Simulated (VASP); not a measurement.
# SiC (P6_3mc) in VASP: further runs, part 2 of 3

VASP 6.6.1. Earlier steps stand in the parts before.

## Step 3: Single point, PBE (strain +2.0%)

INCAR

```
ALGO = Normal ; EDIFF = 1E-6
ENCUT = 520 ; GGA = PE
ISIF = 2 ; ISMEAR = -1
LASPH = True ; LCHARG = True
LELF = True ; LREAL = False
LVHAR = True ; LWAVE = False
NBANDS = 16 ; NELM = 60
PREC = Accurate ; SIGMA = 0.02
```

KPOINTS

```
k-points
0
Gamma
  12 12 6
```

POSCAR

```
SiC
1.0
    3.1368633640      0.0000000000      0.0000000000
   -1.5684316820      2.7166033614      0.0000000000
    0.0000000000      0.0000000000      5.1490702528
Si C
2 2
Direct
    0.3333333333      0.6666666667     -0.0004677755
    0.6666666667      0.3333333333      0.4995322245
    0.3333333333      0.6666666667      0.3754677755
    0.6666666667      0.3333333333      0.8754677755
```

Potentials or basis: VASP PAW PBE potentials, release 64 (Si, C).

Run with:

```
cat potpaw_PBE.64/Si/POTCAR potpaw_PBE.64/C/POTCAR > POTCAR
mpirun -np 1 vasp_std > vasp.out
```

OUTCAR:

```text
EDIFF = 1E-6
   ENCUT = 520
   GGA = PE
   ISIF = 2
   ISMEAR = -1
   LASPH = True
   LREAL = False
   NELM = 60
   PREC = Accurate

 ion  position               nearest neighbor table
   1  0.333  0.667  1.000-   4 1.92   4 1.92   4 1.92   3 1.94   2 3.15   2 3.15   2 3.15   2 3.15
                             2 3.15   2 3.15
   2  0.667  0.333  0.500-   3 1.92   3 1.92   3 1.92   4 1.94   1 3.15   1 3.15   1 3.15   1 3.15
                             1 3.15   1 3.15
   3  0.333  0.667  0.375-   2 1.92   2 1.92   2 1.92   1 1.94
   4  0.667  0.333  0.875-   1 1.92   1 1.92   1 1.92   2 1.94

  LATTYP: Found a hexagonal cell.
 ALAT       =     3.1368633640
 C/A-ratio  =     1.6414710031

  Lattice vectors:

 A1 = (   3.1368633640,   0.0000000000,   0.0000000000)
 A2 = (  -1.5684316820,   2.7166033614,   0.0000000000)
 A3 = (   0.0000000000,   0.0000000000,   5.1490702528)

Analysis of symmetry for initial positions (statically):
=====================================================================
 Subroutine PRICEL returns:
 Original cell was already a primitive cell.

 Routine SETGRP: Setting up the symmetry group for a
 hexagonal supercell.

 Subroutine GETGRP returns: Found 12 space group operations
 (whereof  6 operations were pure point group operations)
 out of a pool of 24 trial point group operations.

The static configuration has the point symmetry C_3v.
 The point group associated with its full space group is C_6v.

Analysis of symmetry for dynamics (positions and initial velocities):
=====================================================================
 Subroutine PRICEL returns:
 Original cell was already a primitive cell.

 Routine SETGRP: Setting up the symmetry group for a
 hexagonal supercell.

 Subroutine GETGRP returns: Found 12 space group operations
 (whereof  6 operations were pure point group operations)
 out of a pool of 24 trial point group operations.

The dynamic configuration has the point symmetry C_3v.
 The point group associated with its full space group is C_6v.

 Subroutine INISYM returns: Found 12 space group operations
 (whereof  6 operations are pure point group operations),
 and found     1 'primitive' translations

----------------------------------------------------------------------------------------

                                     Primitive cell

  volume of cell :      43.8784

  direct lattice vectors                    reciprocal lattice vectors
     3.136863364  0.000000000  0.000000000     0.318789786  0.184053369  0.000000000
    -1.568431682  2.716603361  0.000000000     0.000000000  0.368106737  0.000000000
     0.000000000  0.000000000  5.149070253     0.000000000  0.000000000  0.194209819

  length of vectors
     3.136863364  3.136863364  5.149070253     0.368106737  0.368106737  0.194209819

  position of ions in fractional coordinates (direct lattice)
     0.333333333  0.666666667  0.999532225
     0.666666667  0.333333333  0.499532225
     0.333333333  0.666666667  0.375467775
     0.666666667  0.333333333  0.875467775

  ion indices of the primitive-cell ions
   primitive index   ion index
                 1           1
                 2           2
[... 27 lines left out ...]
 Found     76 irreducible k-points:

 Following reciprocal coordinates:
            Coordinates               Weight
  0.000000  0.000000  0.000000      1.000000
  0.083333 -0.000000  0.000000      6.000000
  0.166667 -0.000000  0.000000      6.000000
  0.250000  0.000000  0.000000      6.000000
  0.333333  0.000000  0.000000      6.000000
  0.416667  0.000000  0.000000      6.000000
[... 16 lines left out ...]
  0.250000  0.000000  0.166667     12.000000
  0.333333  0.000000  0.166667     12.000000
 [... further k-points ...]
   k-points           NKPTS =     76   k-points in BZ     NKDIM =     76   number of bands    NBANDS=     16
   number of dos      NEDOS =    301   number of ions     NIONS =      4
   total plane-waves  NPLWV =  23040
   dimension x,y,z NGX =    24 NGY =   24 NGZ =   40
   dimension x,y,z NGXF=    48 NGYF=   48 NGZF=   80
   ions per type =               2   2
   NGX,Y,Z   is equivalent  to a cutoff of  12.72, 12.72, 12.91 a.u.
   NGXF,Y,Z  is equivalent  to a cutoff of  25.44, 25.44, 25.83 a.u.
 SYSTEM =  unknown system
   PREC   = accura    normal or accurate (medium, high low for compatibility)
   ISTART =      0    job   : 0-new  1-cont  2-samecut
   ICHARG =      2    charge: 1-file 2-atom 10-const
   ISPIN  =      1    spin polarized calculation?
   LNONCOLLINEAR =      F non collinear calculations
   LSORBIT =      F    spin-orbit coupling
   LASPH  =      T    aspherical Exc in radial PAW
   ENCUT  =  520.0 eV  38.22 Ry    6.18 a.u.   5.83  5.83  9.57*2*pi/ulx,y,z
   NELM   =     60;   NELMIN=  2; NELMDL= -5     # of ELM steps
   EDIFF  = 0.1E-05   stopping-criterion for ELM
   LREAL  =      F    real-space projection
   EDIFFG = 0.1E-04   stopping-criterion for IOM
   NSW    =      0    number of steps for IOM
   IBRION =     -1    ionic relax: 0-MD 1-quasi-New 2-CG
   NFREE  =      0    steps in history (QN), initial steepest desc. (CG)
   ISIF   =      2    stress and relaxation
   ISYM   =      2    0-nonsym 1-usesym 2-fastsym
   POTIM  = 0.5000    time-step for ionic-motion
   TEBEG  =    0.0;   TEEND  =   0.0 temperature during run
   PSTRESS=    0.0 pullay stress
   NELECT =      16.0000    total number of electrons
   NUPDOWN=      -1.0000    fix difference up-down
   EMIN   =  10.00;   EMAX   =-10.00  energy-range for DOS
   EFERMI =   0.00;   METHOD = LEGACY
   ISMEAR =    -1;   SIGMA  =   0.02  broadening in eV -4-tet -1-fermi 0-gaus
   EFERMI_NEDOS =   21; number of points for ismear=-14 and -15
   IALGO  =     38    algorithm
   IMIX   =      4    mixing-type and parameters
     AMIX     =   0.40;   BMIX     =  1.00
     AMIX_MAG =   1.60;   BMIX_MAG =  1.00
  volume/ion in A,a.u.               =      10.97        74.03
  Fermi-wavevector in a.u.,A,eV,Ry     =   1.169584  2.210193 18.611761  1.367926
  Thomas-Fermi vector in A             =   2.306054
   LORBIT       =      0    0 simple, 1 ext, 2 COOP (PROOUT), +10 PAW based schemes
   GGA     = PE    functional components
   LHFCALC =     F    Hartree Fock is set to
   AEXX    =    0.0000 exact exchange contribution
   IVDW    =     0    specifies the selected vdW correction
   LEPSILON=     F    determine dielectric tensor
   LRPA    =     F    only Hartree local field effects (RPA)
 non-spin polarized calculation
  energy-cutoff  :      520.00
  volume of cell :       43.88
 maximum number of plane-waves:      1200
 NGX is ok and might be reduce to    24
   NGX = 11   NGY = 11   NGZ = 19

 number of electron      16.0000000 magnetization

 Free energy of the ion-electron system (eV)
  ---------------------------------------------------
  ext. energy  EPLUGINS =         0.00000000
  ---------------------------------------------------
  free energy    TOTEN  =       -30.05891879 eV

  energy without entropy =      -30.05891879  energy(sigma->0) =      -30.05891879

 E-fermi :   7.9790     XC(G=0): -11.0945

 val. band max:        7.6014508651   @ k =   0.0000   0.0000   0.0000
 cond. band min:       9.9823077641   @ k =   0.3333   0.3333   0.0000
 fundamental gap:      2.3808568990
 Fermi energy:         7.9789622040

 k-point     1 :       0.0000    0.0000    0.0000
  band No.  band energies     occupation
      1      -7.5022      2.00000
      2      -4.1526      2.00000
      3      -0.7616      2.00000
      4       6.3156      2.00000
      5       6.3156      2.00000
      6       7.4970      2.00000
[... 433 lines left out ...]
      3       0.4393      2.00000
      4       2.2044      2.00000
      5       2.9111      2.00000
      6       4.8562      2.00000
[... 8 lines left out ...]
     15      18.3440      0.00000
     16      19.2013      0.00000

 [... further k-points ...]

------------------------ aborting loop because EDIFF is reached ----------------------------------------

  FORCE on cell =-STRESS in cart. coord.  units (eV):
  Direction    XX          YY          ZZ          XY          YZ          ZX
  --------------------------------------------------------------------------------------
  -------------------------------------------------------------------------------------
  Total       -2.3472294     -2.3472294     -2.3260673      0.0000000      0.0000000      0.0000000
  in kB      -85.7068374    -85.7068374    -84.9341236      0.0000000      0.0000000      0.0000000
  external PRESSURE =     -85.4492661 kB  Pullay stress =       0.0000000 kB

 VOLUME and BASIS-vectors are now :
 -----------------------------------------------------------------------------
  energy-cutoff  :      520.00
  volume of cell :       43.88
      direct lattice vectors                 reciprocal lattice vectors
     3.136863364  0.000000000  0.000000000     0.318789786  0.184053369  0.000000000
    -1.568431682  2.716603361  0.000000000     0.000000000  0.368106737  0.000000000
     0.000000000  0.000000000  5.149070253     0.000000000  0.000000000  0.194209819

 POSITION                                       TOTAL-FORCE (eV/Angst)
 -----------------------------------------------------------------------------------
     -0.00000      1.81107      5.14666         0.000000     -0.000000      0.001738
      1.56843      0.90553      2.57213         0.000000      0.000000      0.001738
     -0.00000      1.81107      1.93331        -0.000000      0.000000     -0.001738
      1.56843      0.90553      4.50785         0.000000     -0.000000     -0.001738
 -----------------------------------------------------------------------------------
    total drift:                               -0.000000      0.000000     -0.000189

  FREE ENERGIE OF THE ION-ELECTRON SYSTEM (eV)
  ---------------------------------------------------
  free  energy   TOTEN  =       -30.0589187932 eV

  energy  without entropy=      -30.0589187931  energy(sigma->0) =      -30.05891879
```

stdout:

```text
POSCAR found type information on POSCAR SiC
 POSCAR found :  2 types and       4 ions
 scaLAPACK will be used
 LDA part: xc-table for (Slater+PW92), standard interpolation
 POSCAR, INCAR and KPOINTS ok, starting setup
 FFT: planning ... GRIDC
 FFT: planning ... GRID_SOFT
 FFT: planning ... GRID
 WAVECAR not read
 entering main loop
```

Wall time 50 s (1 thread of Intel Xeon 8259CL, shared host); peak memory 0.18 GiB.

What came out:

```
Free energy            : -30.0589 eV
Pressure               : -8.5 GPa
Band gap on the k mesh : 2.38 eV (least direct gap 3.86 eV)
```

Stress tensor (GPa, compression positive):
```
-8.57  0.00  0.00
 0.00 -8.57  0.00
 0.00  0.00 -8.49
```

Caveat: the cell differs from its parent crystal (strain +2.0%); the cell stands under tension. A k mesh can miss the band edges.

(Continued in part 3 of 3.)
